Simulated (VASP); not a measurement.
# HC12 in VASP: further runs, part 2 of 2

VASP 6.6.1. Earlier steps stand in the parts before.

## Step 5: Single point, PBE

INCAR reads:

```
PREC = Accurate ; ENCUT = 520
EDIFF = 1E-7 ; ISMEAR = 0
SIGMA = 0.05 ; LREAL = Auto
LASPH = T ; NELM = 100
ALGO = Normal ; ISIF = 2
LWAVE = F ; LCHARG = F
LDIPOL = T ; IDIPOL = 3
DIPOL = 0.5 0.5 0.292 ; GGA = PE
NBANDS = 68
```

KPOINTS reads:

```
Automatic mesh
0
Gamma
  5 5 1
```

POSCAR reads:

```
HC12
1.0
    5.0509324483      0.0000000000      0.0000000000
    0.0000000000      5.0509324483      0.0000000000
    0.0000000000      0.0000000000     22.3754933530
C H
24 2
Direct
    0.0000000000      0.2500000000      0.1787670080
    0.0000000000      0.7500000000      0.1787670080
    0.5000000000      0.2500000000      0.1787670080
    0.5000000000      0.7500000000      0.1787670080
    0.0000000000      0.0000000000      0.2186716990
    0.0000000000      0.5000000000      0.2186716990
    0.5000000000      0.0000000000      0.2186716990
    0.5000000000      0.5000000000      0.2186716990
    0.2500000000      0.0000000000      0.2585763899
    0.2500000000      0.5000000000      0.2585763899
    0.7500000000      0.0000000000      0.2585763899
    0.7500000000      0.5000000000      0.2585763899
    0.2500000000      0.2500000000      0.2976014419
    0.2500000000      0.7500000000      0.2976014419
    0.7500000000      0.2500000000      0.2976014419
    0.7500000000      0.7500000000      0.2976014419
    0.0000000000      0.2500000000      0.3394883053
    0.0000000000      0.7500000000      0.3394883053
    0.5000000000      0.2500000000      0.3394883053
    0.5000000000      0.7500000000      0.3394883053
    0.0000000000      0.0000000000      0.3743154719
    0.0000000000      0.5000000000      0.3743154719
    0.5000000000      0.0000000000      0.3743154719
    0.5000000000      0.5000000000      0.3743154719
    0.8520075238      0.3750000000      0.4659335635
    1.1479924762      0.3750000000      0.4659335635
```

Potentials or basis: VASP PAW PBE potentials, release 64 (C, H).

The run is started by

```console
> cat potpaw_PBE.64/C/POTCAR potpaw_PBE.64/H/POTCAR > POTCAR
> mpirun -np 1 vasp_std > vasp.out
```

OUTCAR:

```text
PREC = Accurate
   ENCUT = 520
   EDIFF = 1E-7
   ISMEAR = 0
   LREAL = Auto
   LASPH = T
   NELM = 100
   ISIF = 2
   GGA = PE

 ion  position               nearest neighbor table
   1  0.000  0.250  0.179-   5 1.55   6 1.55
   2  0.000  0.750  0.179-   5 1.55   6 1.55
   3  0.500  0.250  0.179-   7 1.55   8 1.55
   4  0.500  0.750  0.179-   7 1.55   8 1.55
   5  0.000  0.000  0.219-   9 1.55  11 1.55   1 1.55   2 1.55
   6  0.000  0.500  0.219-  10 1.55  12 1.55   1 1.55   2 1.55
[... 834 lines left out ...]
  Total      -28.3561130     -3.3145136     -8.7722631      0.0000000      0.4006435      0.0000000
  in kB      -79.5868912     -9.3028208    -24.6210456      0.0000000      1.1244830      0.0000000
  external PRESSURE =     -37.8369192 kB  Pullay stress =       0.0000000 kB

 VOLUME and BASIS-vectors are now :
 -----------------------------------------------------------------------------
  energy-cutoff  :      520.00
  volume of cell :      570.84
      direct lattice vectors                 reciprocal lattice vectors
     5.050932448  0.000000000  0.000000000     0.197983246  0.000000000  0.000000000
     0.000000000  5.050932448  0.000000000     0.000000000  0.197983246  0.000000000
     0.000000000  0.000000000 22.375493353     0.000000000  0.000000000  0.044691752

 POSITION                                       TOTAL-FORCE (eV/Angst)
 -----------------------------------------------------------------------------------
      0.00000      1.26273      4.00000         0.000000      0.030829      2.125051
      0.00000      3.78820      4.00000         0.000000     -0.030335      2.140218
      2.52547      1.26273      4.00000         0.000000      0.032085      2.080517
      2.52547      3.78820      4.00000         0.000000     -0.032576      2.064411
      0.00000      0.00000      4.89289         0.000000     -0.004812     -2.595669
      0.00000      2.52547      4.89289         0.000000      0.002514     -2.580101
[... 18 lines left out ...]
      4.30343      1.89410     10.42549         2.991825      0.098966     -0.608128
      0.74750      1.89410     10.42549        -2.991825      0.098966     -0.608128
 -----------------------------------------------------------------------------------
    total drift:                                0.000000      0.000001      0.045018

  FREE ENERGIE OF THE ION-ELECTRON SYSTEM (eV)
  ---------------------------------------------------
  free  energy   TOTEN  =      -195.3466044693 eV

  energy  without entropy=     -195.3389389904  energy(sigma->0) =     -195.34277173

 vacuum level on the upper side and lower side of the slab         3.133         4.857
```

OSZICAR:

```text
N       E                     dE             d eps       ncg     rms          rms(c)
DAV:   1     0.779299152186E+03    0.77930E+03   -0.41344E+04  1224   0.119E+03
DAV:   2    -0.895692755521E+02   -0.86887E+03   -0.82220E+03  1788   0.283E+02
DAV:   3    -0.198598600957E+03   -0.10903E+03   -0.10703E+03  1448   0.103E+02
[... 25 lines left out ...]
DAV:  29    -0.195346603093E+03   -0.12431E-05   -0.15880E-08   888   0.404E-04    0.717E-05
DAV:  30    -0.195346603906E+03   -0.81291E-06   -0.15404E-08   912   0.257E-04    0.367E-05
DAV:  31    -0.195346604294E+03   -0.38777E-06   -0.47250E-09   856   0.173E-04    0.292E-05
DAV:  32    -0.195346604395E+03   -0.10042E-06   -0.99109E-10   856   0.106E-04    0.263E-05
DAV:  33    -0.195346604469E+03   -0.74774E-07   -0.82565E-11   848   0.782E-05
   1 F= -.19534660E+03 E0= -.19534277E+03  d E =-.766548E-02
```

stdout:

```text
POSCAR found type information on POSCAR C H
 POSCAR found :  2 types and      26 ions
 scaLAPACK will be used
 LDA part: xc-table for (Slater+PW92), standard interpolation
 POSCAR, INCAR and KPOINTS ok, starting setup
 FFT: planning ... GRIDC
 FFT: planning ... GRID_SOFT
 FFT: planning ... GRID
 WAVECAR not read
 entering main loop
```

It took 29 min on 1 thread of Intel Xeon 8259CL, shared host; peak memory 0.66 GiB.

What came out:

```yaml
Free_energy: -195.3466 eV
Largest_force: 3.055 eV/Å
Band_gap_on_the_k_mesh: zero (bands 49 and 50 overlap by 0.29 eV)
```

Forces in eV/Å, atoms in the order of the input:
```
C    0.000  0.031  2.125
C    0.000 -0.030  2.140
C    0.000  0.032  2.081
C    0.000 -0.033  2.064
C    0.000 -0.005 -2.596
C    0.000  0.003 -2.580
C    0.000 -0.029 -2.394
C    0.000  0.021 -2.446
C    0.039  0.019  0.282
C    0.117 -0.010  0.288
C   -0.039  0.019  0.282
C   -0.117 -0.010  0.288
C    0.170  0.092  0.077
C    0.122 -0.125  0.115
C   -0.170  0.092  0.077
C   -0.122 -0.125  0.115
C    0.000 -0.203  0.557
C    0.000  0.339  0.412
C    0.000 -0.037 -0.209
C    0.000  0.039  0.082
C    0.000  0.080  0.174
C    0.000 -0.317  0.018
C    0.000  0.191 -0.025
C    0.000 -0.230  0.289
H    2.992  0.099 -0.608
H   -2.992  0.099 -0.608
```

Levels at points of the mesh, in eV from the Fermi level:
```csv
k point,band 47,band 48,band 49,band 50,band 51,band 52
"(0.00, 0.00, 0.00)",-0.62,-0.45,-0.21,-0.14,-0.03,0.52
```

## Step 6: Single point, PBE

INCAR reads:

```
SYSTEM = HC12
ALGO = Normal
DIPOL = 0.5 0.5 0.287
EDIFF = 1E-6
ENCUT = 520
GGA = PE
IDIPOL = 3
ISIF = 2
ISMEAR = 0
LASPH = .True.
LCHARG = .False.
LDIPOL = .True.
LREAL = Auto
LWAVE = .False.
NBANDS = 68
NELM = 60
PREC = Accurate
SIGMA = 0.05
```

KPOINTS reads:

```
k-points
0
Gamma
  5 5 1
  0 0 0
```

Changes to POSCAR since step 5:

```diff
@@ -32,3 +32,3 @@
     0.5000000000      0.5000000000      0.3743154719
-    0.8520075238      0.3750000000      0.4659335635
-    1.1479924762      0.3750000000      0.4659335635
+    0.8169644893      0.3750000000      0.3944267603
+    1.1830355107      0.3750000000      0.3944267603
```

Potentials or basis: VASP PAW PBE potentials, release 64 (C, H).

The run is started by

```console
> cat potpaw_PBE.64/C/POTCAR potpaw_PBE.64/H/POTCAR > POTCAR
> mpirun -np 1 vasp_std > vasp.out
```

Run time: 24 min. Hardware: 1 thread of Intel Xeon 8259CL, shared host; peak memory 0.66 GiB.

It converged, with:

| Property | Result |
| --- | --- |
| Free energy | -199.0120 eV |
| Largest force | 4.588 eV/Å |
| Band gap on the k mesh | zero (bands 49 and 50 overlap by 0.16 eV) |

Forces on the atoms (eV/Å):
```
C    0.000  0.012  2.150
C    0.000 -0.019  2.135
C    0.000  0.049  2.217
C    0.000 -0.059  2.218
C    0.000  0.009 -2.488
C    0.000  0.003 -2.486
C    0.000 -0.036 -2.541
C    0.000  0.000 -2.604
C    0.200  0.015  0.145
C    0.068 -0.040  0.224
C   -0.200  0.015  0.145
C   -0.068 -0.040  0.224
C   -0.284 -0.220 -0.315
C   -0.286 -0.158  0.190
C    0.284 -0.220 -0.315
C    0.286 -0.158  0.190
C    0.000 -1.581 -4.307
C    0.000  0.632 -0.428
C    0.000 -0.133 -0.578
C    0.000  0.128 -0.004
C    0.000  0.083  0.460
C    0.000 -3.668  1.513
C    0.000  0.128  0.191
C    0.000 -0.792  0.421
H   -0.029  3.024  1.822
H    0.029  3.024  1.822
```

Levels at points of the mesh, in eV from the Fermi level:
| k point | band 47 | band 48 | band 49 | band 50 | band 51 | band 52 |
| --- | --- | --- | --- | --- | --- | --- |
| (0.00, 0.00, 0.00) | -0.73 | -0.27 | -0.20 | -0.16 | 0.14 | 0.74 |

## Step 7: The runs side by side

| cell | gap on the mesh (eV) | largest force (eV/Å) |
| --- | --- | --- |
| as given, atomic positions A | none | 9.70 |
| as given, atomic positions B | none | 5.81 |
| as given, atomic positions C | none | 4.90 |
| as given, atomic positions D | none | 3.05 |
| as given, atomic positions E | none | 4.59 |

Alike in all rows: task single point; level PBE; potentials or basis VASP PAW PBE potentials, release 64 (C, H); no spin polarisation; k mesh 5 × 5 × 1; cutoff (eV) 520; smearing gaussian 0.05 eV.

Absolute energies hang on the potentials; compare differences alone.
